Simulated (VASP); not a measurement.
# H15C2NO6 in VASP: further runs

The runs below take H15C2NO6 through single point, molecular dynamics, with PBE+D3(BJ).

Program: VASP 6.6.1. These are calculated values, not measurements. Logs are shortened: lines on timing, memory, paths and dates and some standing lists are left out, and cuts for length are marked.

## (1) The cell of the first run

The cell holds a disordered packing, 24 atoms: a = 6.439 Å, b = 6.439 Å, c = 6.439 Å, α = 90.00°, β = 90.00°, γ = 90.00°.

## (2) Single point, PBE+D3(BJ)

Contents of INCAR:

```
  PREC = Accurate
  ENCUT = 520
  EDIFF = 1E-6
  ISMEAR = -1
  SIGMA = 0.05
  LREAL = Auto
  LASPH = True
  NELM = 100
  ALGO = Normal
  ISIF = 2
  LWAVE = False
  LCHARG = True
  GGA = PE
  IVDW = 12
  LELF = True
  LVHAR = True
  NBANDS = 50
```

Contents of KPOINTS:

```
regular mesh
0
Gamma
  1 1 1
```

Contents of POSCAR:

```
H15C2NO6
1.0
    6.4392770000      0.0000000000      0.0000000000
    0.0000000000      6.4392770000      0.0000000000
    0.0000000000      0.0000000000      6.4392770000
O H C N
6 15 2 1
Direct
   -0.2554479331      0.4620394495      0.4816223933
    0.5831400016      0.2535998995      1.1649599792
    0.2292182803      0.3775889747      0.9452769309
    0.5838233081      0.9099002885      0.4881603944
   -0.0967189329      1.2144686430      0.7392134241
    0.2366880630      0.5575936553      0.4971365574
   -0.3698862465      0.5266274459      0.5569414082
   -0.3232661058      0.3752439909      0.3795301864
    0.6831356999      0.2389088092      1.0488599885
    0.4430311043      0.2585228124      1.0940669271
    0.2654801152      0.5192974304      0.8923206751
    0.1296263540      0.3248967237      0.8372523810
    0.5722847456      0.9659469534      0.3436876531
    0.4728636460      0.8059755777      0.4981615172
   -0.1539769139      1.3090755375      0.6426187288
   -0.0786423693      1.0807579795      0.6623414399
    0.1555920020      0.4343965945      0.4817311012
    0.2172293566      0.6376647565      0.3788779392
    0.6785233808      0.7970149444      0.9155530970
    0.8210238510      0.5600784063      0.8982219588
    0.6780264306      0.6256758329      1.1230919248
    0.7863926338      0.6835705313      1.0072093497
    0.9610550998      0.7937226493      1.0499004780
    1.1024840211      0.9106146544      1.0464994750
```

Potentials or basis: VASP PAW PBE potentials, release 64 (O, H, C, N).

The run is started by

```
$ cat potpaw_PBE.64/O/POTCAR potpaw_PBE.64/H/POTCAR potpaw_PBE.64/C/POTCAR potpaw_PBE.64/N/POTCAR > POTCAR
$ mpirun -np 1 vasp_gam > vasp.out
```

OUTCAR:

```text
PREC = Accurate
   ENCUT = 520
   EDIFF = 1E-6
   ISMEAR = -1
   LREAL = Auto
   LASPH = True
   NELM = 100
   ISIF = 2
   GGA = PE
   IVDW = 12
 IVDW          = 12

 ion  position               nearest neighbor table
   1  0.745  0.462  0.482-   8 0.97   7 0.98
   2  0.583  0.254  0.165-   9 0.99  10 1.01
   3  0.229  0.378  0.945-  11 1.00  12 1.01
   4  0.584  0.910  0.488-  14 0.98  13 1.00
   5  0.903  0.214  0.739-  15 0.95  16 1.00
   6  0.237  0.558  0.497-  18 0.93  17 0.95
   7  0.630  0.527  0.557-   1 0.98
   8  0.677  0.375  0.380-   1 0.97
   9  0.683  0.239  0.049-   2 0.99
  10  0.443  0.259  0.094-   2 1.01
  11  0.265  0.519  0.892-   3 1.00
  12  0.130  0.325  0.837-   3 1.01
  13  0.572  0.966  0.344-   4 1.00
  14  0.473  0.806  0.498-   4 0.98
  15  0.846  0.309  0.643-   5 0.95
  16  0.921  0.081  0.662-   5 1.00
  17  0.156  0.434  0.482-   6 0.95
  18  0.217  0.638  0.379-   6 0.93
  19  0.679  0.797  0.916-  22 1.17
  20  0.821  0.560  0.898-  22 1.08
  21  0.678  0.626  0.123-  22 1.09
  22  0.786  0.684  0.007-  20 1.08  21 1.09  19 1.17  23 1.36
  23  0.961  0.794  0.050-  24 1.18  22 1.36
  24  0.102  0.911  0.046-  23 1.18

  LATTYP: Found a simple cubic cell.
 ALAT       =     6.4392770000

  Lattice vectors:

 A1 = (   6.4392770000,   0.0000000000,   0.0000000000)
 A2 = (   0.0000000000,   6.4392770000,   0.0000000000)
 A3 = (   0.0000000000,   0.0000000000,   6.4392770000)

Analysis of symmetry for initial positions (statically):
=====================================================================
 Subroutine PRICEL returns:
 Original cell was already a primitive cell.

 Routine SETGRP: Setting up the symmetry group for a
 simple cubic supercell.

 Subroutine GETGRP returns: Found  1 space group operations
 (whereof  1 operations were pure point group operations)
 out of a pool of 48 trial point group operations.

The static configuration has the point symmetry C_1 .

Analysis of symmetry for dynamics (positions and initial velocities):
=====================================================================
 Subroutine PRICEL returns:
 Original cell was already a primitive cell.

 Routine SETGRP: Setting up the symmetry group for a
[... 125 lines left out ...]
   NELM   =    100;   NELMIN=  2; NELMDL= -5     # of ELM steps
   EDIFF  = 0.1E-05   stopping-criterion for ELM
   LREAL  =      T    real-space projection
   EDIFFG = 0.1E-04   stopping-criterion for IOM
   NSW    =      0    number of steps for IOM
   IBRION =     -1    ionic relax: 0-MD 1-quasi-New 2-CG
   NFREE  =      0    steps in history (QN), initial steepest desc. (CG)
   ISIF   =      2    stress and relaxation
   ISYM   =      2    0-nonsym 1-usesym 2-fastsym
   POTIM  = 0.5000    time-step for ionic-motion
   TEBEG  =    0.0;   TEEND  =   0.0 temperature during run
   PSTRESS=    0.0 pullay stress
   NELECT =      64.0000    total number of electrons
   NUPDOWN=      -1.0000    fix difference up-down
   EMIN   =  10.00;   EMAX   =-10.00  energy-range for DOS
   EFERMI =   0.00;   METHOD = LEGACY
   ISMEAR =    -1;   SIGMA  =   0.05  broadening in eV -4-tet -1-fermi 0-gaus
   EFERMI_NEDOS =   21; number of points for ismear=-14 and -15
   IALGO  =     38    algorithm
   IMIX   =      4    mixing-type and parameters
     AMIX     =   0.40;   BMIX     =  1.00
     AMIX_MAG =   1.60;   BMIX_MAG =  1.00
  volume/ion in A,a.u.               =      11.13        75.08
  Fermi-wavevector in a.u.,A,eV,Ry     =   1.016946  1.921748 14.070850  1.034178
  Thomas-Fermi vector in A             =   2.150318
   LORBIT       =      0    0 simple, 1 ext, 2 COOP (PROOUT), +10 PAW based schemes
   GGA     = PE    functional components
   LHFCALC =     F    Hartree Fock is set to
   AEXX    =    0.0000 exact exchange contribution
   IVDW    =    12    specifies the selected vdW correction
   LEPSILON=     F    determine dielectric tensor
   LRPA    =     F    only Hartree local field effects (RPA)
 non-spin polarized calculation
  energy-cutoff  :      520.00
  volume of cell :      267.00
 maximum number of plane-waves:      3562
 NGX is ok and might be reduce to    48
   NGX = 23   NGY = 23   NGZ = 23

 number of electron      64.0000000 magnetization

 Free energy of the ion-electron system (eV)
  ---------------------------------------------------
  ext. energy  EPLUGINS =         0.00000000
  ---------------------------------------------------
  free energy    TOTEN  =      -123.27899559 eV

  energy without entropy =     -123.27899559  energy(sigma->0) =     -123.27899559

 E-fermi :  -2.3676     XC(G=0):  -6.6441

 val. band max:       -3.6660821291   @ k =   0.0000   0.0000   0.0000
 cond. band min:       0.9857085616   @ k =   0.0000   0.0000   0.0000
 fundamental gap:      4.6517906907
 Fermi energy:        -2.3675875074

 k-point     1 :       0.0000    0.0000    0.0000
  band No.  band energies     occupation
      1     -22.7949      2.00000
      2     -22.6149      2.00000
      3     -22.0590      2.00000
      4     -21.8930      2.00000
      5     -21.6917      2.00000
      6     -21.3814      2.00000
[... 36 lines left out ...]
     43       6.1699      0.00000
     44       6.3074      0.00000
 [bands above 44 left out]

------------------------ aborting loop because EDIFF is reached ----------------------------------------

 Edisp (eV)   -0.87356

 E8    (eV) :    -0.1879

  FORCE on cell =-STRESS in cart. coord.  units (eV):
  Direction    XX          YY          ZZ          XY          YZ          ZX
  --------------------------------------------------------------------------------------
  -------------------------------------------------------------------------------------
  Total       0.44479     1.71318     1.71815     0.86806    -0.65706     2.92785
  in kB       2.66901    10.28021    10.31003     5.20896    -3.94280    17.56907
  external pressure =        7.75 kB  Pullay stress =        0.00 kB

 VOLUME and BASIS-vectors are now :
 -----------------------------------------------------------------------------
  energy-cutoff  :      520.00
  volume of cell :      267.00
      direct lattice vectors                 reciprocal lattice vectors
     6.439277000  0.000000000  0.000000000     0.155296938  0.000000000  0.000000000
     0.000000000  6.439277000  0.000000000     0.000000000  0.155296938  0.000000000
     0.000000000  0.000000000  6.439277000     0.000000000  0.000000000  0.155296938

 POSITION                                       TOTAL-FORCE (eV/Angst)
 -----------------------------------------------------------------------------------
      4.79438      2.97520      3.10130         0.182072      0.831025      0.811771
      3.75500      1.63300      1.06222        -0.342972     -0.602920     -1.000843
      1.47600      2.43140      6.08690         0.296656      1.272431     -0.760833
      3.75940      5.85910      3.14340        -0.385616      0.028411     -0.843956
      5.81648      1.38102      4.76000         1.669969     -2.901268      1.451849
      1.52410      3.59050      3.20120         1.251211     -0.311509      2.278570
[... 16 lines left out ...]
      6.18850      5.11100      0.32132         3.595193      2.937838      0.552744
      0.65992      5.86370      0.29942        -0.759801     -1.243018      0.593916
 -----------------------------------------------------------------------------------
    total drift:                                0.001538     -0.006392      0.015524

  FREE ENERGIE OF THE ION-ELECTRON SYSTEM (eV)
  ---------------------------------------------------
  free  energy   TOTEN  =      -124.1525583992 eV

  energy  without entropy=     -124.1525583992  energy(sigma->0) =     -124.15255840
```

OSZICAR:

```text
N       E                     dE             d eps       ncg     rms          rms(c)
DAV:   1     0.567687748037E+03    0.56769E+03   -0.33243E+04   100   0.116E+03
DAV:   2    -0.698902577189E+02   -0.63758E+03   -0.60328E+03   134   0.296E+02
DAV:   3    -0.135349248862E+03   -0.65459E+02   -0.64849E+02   128   0.102E+02
DAV:   4    -0.136567048398E+03   -0.12178E+01   -0.12144E+01   120   0.155E+01
DAV:   5    -0.136586325900E+03   -0.19278E-01   -0.19264E-01   128   0.193E+00    0.216E+01
DAV:   6    -0.124115719588E+03    0.12471E+02   -0.35028E+01   120   0.251E+01    0.916E+00
DAV:   7    -0.123481340346E+03    0.63438E+00   -0.18565E+00   120   0.563E+00    0.555E+00
DAV:   8    -0.123280233078E+03    0.20111E+00   -0.42799E-01   120   0.323E+00    0.153E+00
DAV:   9    -0.123274714278E+03    0.55188E-02   -0.59327E-02   128   0.127E+00    0.422E-01
DAV:  10    -0.123277091080E+03   -0.23768E-02   -0.14928E-02   120   0.583E-01    0.238E-01
DAV:  11    -0.123278688824E+03   -0.15977E-02   -0.36387E-03   104   0.288E-01    0.109E-01
DAV:  12    -0.123278940358E+03   -0.25153E-03   -0.43251E-04   120   0.115E-01    0.438E-02
DAV:  13    -0.123278996719E+03   -0.56361E-04   -0.14482E-04   104   0.657E-02    0.127E-02
DAV:  14    -0.123278995828E+03    0.89094E-06   -0.15289E-05   128   0.244E-02    0.678E-03
DAV:  15    -0.123278995591E+03    0.23725E-06   -0.41616E-06   104   0.108E-02
   1 F= -.12415256E+03 E0= -.12415256E+03  d E =-.154030E-10
```

stdout:

```text
POSCAR found type information on POSCAR O H C N
 POSCAR found :  4 types and      24 ions
 scaLAPACK will be used
 LDA part: xc-table for (Slater+PW92), standard interpolation
 POSCAR, INCAR and KPOINTS ok, starting setup
 FFT: planning ... GRIDC
 FFT: planning ... GRID_SOFT
 FFT: planning ... GRID
 WAVECAR not read
 entering main loop
```

Wall time 49 s (1 thread of AMD EPYC 7R13, shared host); peak memory 0.28 GiB.

Results:

```
Free energy                : -124.1526 eV
Pressure                   : 0.8 GPa
Largest force              : 4.776 eV/Å
Dispersion energy per atom : -0.036 eV
```

Forces on the atoms (eV/Å):
```
O    0.182  0.831  0.812
O   -0.343 -0.603 -1.001
O    0.297  1.272 -0.761
O   -0.386  0.028 -0.844
O    1.670 -2.901  1.452
O    1.251 -0.312  2.279
H    0.150  0.014 -0.223
H   -0.571 -0.609 -0.953
H   -0.329 -0.017  0.408
H    0.554  0.234  0.232
H   -0.224 -1.100  0.446
H    0.127 -0.320  0.695
H    0.029 -0.070  0.949
H    0.207  0.346 -0.004
H   -1.257  1.535 -1.917
H   -0.302  0.992  0.715
H   -0.495 -0.608 -0.219
H   -0.688  1.218 -2.198
H    0.915 -0.817  0.498
H    0.094 -0.465 -0.172
H    0.582 -0.152  0.731
C   -4.299 -0.191 -2.071
C    3.595  2.938  0.553
N   -0.760 -1.243  0.594
```

Levels at points of the mesh, in eV from the Fermi level:
| k point | band 29 | band 30 | band 31 | band 32 | band 33 | band 34 | band 35 | band 36 |
| --- | --- | --- | --- | --- | --- | --- | --- | --- |
| (0.00, 0.00, 0.00) | -1.82 | -1.78 | -1.43 | -1.30 | 3.35 | 4.67 | 5.01 | 6.33 |

Caveat: the k points lie up to 0.98 Å⁻¹ apart, too coarse for converged energies, forces and pressures; the atoms stand as in a frame of molecular dynamics.

## (3) Molecular dynamics, PBE+D3(BJ)

Contents of INCAR:

```
SYSTEM = H15C2NO6
ALGO = Normal
EDIFF = 1E-5
ENCUT = 520
GGA = PE
IBRION = 0
ISIF = 2
ISMEAR = -1
ISYM = 0
IVDW = 12
LANGEVIN_GAMMA = 10 10 10 10
LASPH = .TRUE.
LCHARG = .TRUE.
LREAL = Auto
LWAVE = .FALSE.
MDALGO = 3
NELM = 60
NELMIN = 4
NSW = 40
POTIM = 0.5
PREC = Accurate
RANDOM_SEED = 816010 0 0
SIGMA = 0.05
TEBEG = 700.0
TEEND = 700.0
```

Contents of KPOINTS:

```
k-points
0
G
  1 1 1
  0 0 0
```

Contents of POSCAR:

```
H15C2NO6
1.0
    6.4392770000      0.0000000000      0.0000000000
    0.0000000000      6.4392770000      0.0000000000
    0.0000000000      0.0000000000      6.4392770000
O H C N
6 15 2 1
Direct
   -0.2566293700      0.4108661600      0.4652249400
    0.7074019900      0.1469365300      1.1350313500
    0.2755808500      0.3527397600      0.8795530300
    0.5757398400      0.7715869000      0.4780353000
   -0.0794646300      1.0964705500      0.7623224300
    0.1729878000      0.6478945900      0.5709002300
   -0.3565928400      0.5346165100      0.4773398600
   -0.2964371700      0.3190229900      0.3451154400
    0.8191548800      0.1183816100      1.0311427200
    0.5696455000      0.1483539200      1.0660799000
    0.2864877400      0.4798135500      0.9605711800
    0.1511535100      0.2931905400      0.9324065900
    0.6322113300      0.8208556900      0.3496969800
    0.4392303500      0.8305405600      0.4688784500
   -0.1421610500      1.2100575200      0.6944554900
    0.0212381700      1.0174421600      0.6794224500
    0.0617540100      0.6023026600      0.5007713200
    0.2264611300      0.5341969700      0.6535947500
    0.6939452400      0.6258691300      0.9602958900
    0.8515999500      0.7729745300      0.7974010700
    0.9282922200      0.5084172200      0.8605286300
    0.8603743900      0.6480414100      0.9124097900
    1.0250770100      0.6908339200      1.0733202400
    1.1748471600      0.7272118300      1.1564443000
```

Potentials or basis: VASP PAW PBE potentials, release 64 (O, H, C, N).

The run is started by

```
$ cat potpaw_PBE.64/O/POTCAR potpaw_PBE.64/H/POTCAR potpaw_PBE.64/C/POTCAR potpaw_PBE.64/N/POTCAR > POTCAR
$ mpirun -np 1 vasp_gam > vasp.out
```

OUTCAR:

```text
SYSTEM = H15C2NO6
   EDIFF = 1E-5
   ENCUT = 520
   GGA = PE
   IBRION = 0
   ISIF = 2
   ISMEAR = -1
   ISYM = 0
   IVDW = 12
   LASPH = .TRUE.
   LREAL = Auto
   NELM = 60
   NELMIN = 4
   NSW = 40
   POTIM = 0.5
   PREC = Accurate
   TEBEG = 700.0
 IVDW          = 12

 ion  position               nearest neighbor table
   1  0.743  0.411  0.465-   8 1.01   7 1.03
   2  0.707  0.147  0.135-  10 0.99   9 1.00
   3  0.276  0.353  0.880-  12 0.95  11 0.97
   4  0.576  0.772  0.478-  13 0.96  14 0.96
   5  0.921  0.096  0.762-  15 0.94  16 0.98
   6  0.173  0.648  0.571-  17 0.90  18 0.97
   7  0.643  0.535  0.477-   1 1.03
   8  0.704  0.319  0.345-   1 1.01
   9  0.819  0.118  0.031-   2 1.00
  10  0.570  0.148  0.066-   2 0.99
  11  0.286  0.480  0.961-   3 0.97
  12  0.151  0.293  0.932-   3 0.95
  13  0.632  0.821  0.350-   4 0.96
  14  0.439  0.831  0.469-   4 0.96
[... 537 lines left out ...]
--------------------------------------- Ionic step       40  -------------------------------------------

 number of electron      63.9999985 magnetization

 Free energy of the ion-electron system (eV)
  ---------------------------------------------------
  ext. energy  EPLUGINS =         0.00000000
  ---------------------------------------------------
  free energy    TOTEN  =      -123.10731592 eV

  energy without entropy =     -123.10731592  energy(sigma->0) =     -123.10731592

 E-fermi :  -1.8937     XC(G=0):  -6.5938

 val. band max:       -3.0824306965   @ k =   0.0000   0.0000   0.0000
 cond. band min:       1.0691027599   @ k =   0.0000   0.0000   0.0000
 fundamental gap:      4.1515334563
 Fermi energy:        -1.8936989337

 k-point     1 :       0.0000    0.0000    0.0000
  band No.  band energies     occupation
      1     -22.7169      2.00000
      2     -22.5385      2.00000
      3     -22.3831      2.00000
      4     -22.2831      2.00000
      5     -21.6615      2.00000
      6     -20.4838      2.00000
[... 36 lines left out ...]
     43       6.2375      0.00000
     44       6.4710      0.00000
 [bands above 44 left out]

------------------------ aborting loop because EDIFF is reached ----------------------------------------

 Edisp (eV)   -0.89349

 E8    (eV) :    -0.1948
[... 53 lines left out ...]
  ENERGY OF THE ELECTRON-ION-THERMOSTAT SYSTEM (eV)
  ---------------------------------------------------
% ion-electron   TOTEN  =      -124.000810  see above
  kinetic energy EKIN   =         2.104111
  kin. lattice  EKIN_LAT=         0.000000  (temperature  678.25 K)
  nose potential ES     =         0.000000
  nose kinetic   EPS    =         0.000000
  ---------------------------------------------------
  total energy   ETOTAL =      -121.896699 eV
```

OSZICAR:

```text
N       E                     dE             d eps       ncg     rms          rms(c)
DAV:   1     0.593531263080E+03    0.59353E+03   -0.34061E+04    90   0.129E+03
[... 280 lines left out ...]
     39 T=   678. E= -.12190597E+03 F= -.12400876E+03 E0= -.12400876E+03  EK= 0.21028E+01 SP= 0.00E+00 SK= 0.00E+00
       N       E                     dE             d eps       ncg     rms          rms(c)
DAV:   1    -0.123104946495E+03    0.10093E-01   -0.68754E-02   116   0.255E+00    0.136E-01
DAV:   2    -0.123107419236E+03   -0.24727E-02   -0.26788E-02   108   0.796E-01    0.941E-02
DAV:   3    -0.123107352698E+03    0.66538E-04   -0.28084E-04   116   0.101E-01    0.661E-02
DAV:   4    -0.123107316146E+03    0.36552E-04   -0.24286E-04   116   0.890E-02    0.257E-02
DAV:   5    -0.123107315923E+03    0.22381E-06   -0.28249E-05    84   0.295E-02
     40 T=   678. E= -.12189670E+03 F= -.12400081E+03 E0= -.12400081E+03  EK= 0.21041E+01 SP= 0.00E+00 SK= 0.00E+00
```

CONTCAR:

```text
H15C2NO6
   1.00000000000000
     6.4392769999999997    0.0000000000000000    0.0000000000000000
     0.0000000000000000    6.4392769999999997    0.0000000000000000
     0.0000000000000000    0.0000000000000000    6.4392769999999997
  O               H               C               N
     6    15     2     1
Direct
     0.7162588426129951    0.3903386147376202    0.4995413679338384
     0.7007600030419886    0.1664718649605143    0.1375165612080872
     0.3144415863485078    0.3553877307924617    0.8887863067452476
     0.6023275554037898    0.7635159616302111    0.4825120157360471
     0.9367789932095431    0.1055108291852090    0.7638357387232112
     0.1792239369841213    0.6612808549290067    0.5945371987396310
[... 16 lines left out ...]
     0.0438226963990953    0.6962580427562945    0.0518500400113307
     0.1847893916983622    0.7280843408302113    0.1627884082682762

 -0.11141506E-01 -0.92195892E-02  0.11694074E-01
 -0.24849253E-02  0.49999823E-02  0.14521268E-02
  0.16387639E-01  0.54305929E-03  0.35157369E-02
  0.55368632E-02 -0.21672848E-02 -0.19581163E-02
  0.56468260E-02  0.29821613E-02 -0.12485452E-02
  0.64290253E-02  0.99967371E-02  0.11217199E-01
[... 16 lines left out ...]
 -0.39053918E-02 -0.18774504E-02 -0.15743972E-01
  0.86569472E-02  0.19827632E-02  0.58162411E-02

           1
  0.500000000000000
  0.10000000E+01  0.00000000E+00  0.00000000E+00  0.00000000E+00
  0.71539372E+00  0.38962273E+00  0.50044939E+00
  0.70056705E+00  0.16686011E+00  0.13762932E+00
  0.31571406E+00  0.35542990E+00  0.88905930E+00
  0.60275748E+00  0.76334768E+00  0.48235997E+00
  0.93721746E+00  0.10574239E+00  0.76373879E+00
  0.17972314E+00  0.66205709E+00  0.59540820E+00
[... 64 lines left out ...]
  0.00000000E+00  0.00000000E+00  0.00000000E+00
  0.00000000E+00  0.00000000E+00  0.00000000E+00
```

Wall time 14 min (1 thread of AMD EPYC 7R13, shared host); peak memory 0.32 GiB.

What came out:

- Dispersion energy per atom: -0.037 eV

Caveat: the k points lie up to 0.98 Å⁻¹ apart, too coarse for converged energies, forces and pressures.
